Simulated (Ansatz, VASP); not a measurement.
# Sb3Au: VASP beside Ansatz

The input INCAR:

```
SYSTEM = Sb3Au
PREC = Accurate
ENCUT = 520
EDIFF = 1E-6
ISMEAR = -1
SIGMA = 0.05
LREAL = .False.
LASPH = .True.
NELM = 80
ALGO = Normal
ISIF = 2
LWAVE = .False.
LCHARG = .False.
GGA = CA
NBANDS = 21
```

The input KPOINTS:

```
Automatic mesh
0
Gamma
  10 10 10
  0 0 0
```

POSCAR

```
Sb3Au
1.0
   -3.0500997420      3.0500997420      3.0500997420
    3.0500997420     -3.0500997420      3.0500997420
    3.0500997420      3.0500997420     -3.0500997420
Sb Au
3 1
Direct
    0.0000000000      0.5000000000      0.5000000000
    0.5000000000      0.0000000000      0.5000000000
    0.5000000000      0.5000000000      0.0000000000
    0.0000000000      0.0000000000      0.0000000000
```

Input for Ansatz:

```yaml
crystal:
  lattice:
    - [-3.050099742, 3.050099742, 3.050099742]
    - [3.050099742, -3.050099742, 3.050099742]
    - [3.050099742, 3.050099742, -3.050099742]
  atoms:
    - { symbol: Sb, position: [0.0, 0.5, 0.5] }
    - { symbol: Sb, position: [0.5, 0.0, 0.5] }
    - { symbol: Sb, position: [0.5, 0.5, 0.0] }
    - { symbol: Au, position: [0.0, 0.0, 0.0] }
kpoints:
  mp_grid: { grid: [10, 10, 10] }
  band_path:
    path:
      - [0.0, 0.0, 0.0]
      - [0.5, -0.5, 0.5]
      - [0.0, 0.0, 0.5]
      - [0.0, 0.0, 0.0]
      - [0.25, 0.25, 0.25]
      - [0.5, -0.5, 0.5]
      - [0.25, 0.25, 0.25]
      - [0.0, 0.0, 0.5]
    npoints: 5
scf:
  occupations: { method: fermi_dirac, width: 0.05 }
hamiltonian:
  xc: lda
  pseudopotentials: { kind: all_electron, lapw: { basis_error: 0.001 } }
output:
  forces: true
  stress: true
  eigenvalues: true
```

Change from the starting cell: volume scaled by 1.01.

Alike in both runs: task single point; functional LDA; k mesh 10 × 10 × 10; occupations fermi-dirac, width 0.05 eV; no spin polarisation.

|  | VASP | Ansatz |
| --- | --- | --- |
| version | VASP 6.6.1 | Ansatz 0.2.0 |
| potentials or method | VASP PAW LDA potentials, release 64 (Sb, Au), cutoff 520 eV | all-electron LAPW, scalar-relativistic |

Ansatz gave:

- pressure (GPa): -8.2

Problem. Which values does VASP return?

Solution. Pressure (GPa): -8.1.

LDA's correlation is that of Perdew and Zunger in VASP and of Perdew and Wang (1992) in Ansatz. Ansatz ran all-electron here, and VASP with PAW potentials.

Neither program's run includes spin-orbit coupling.
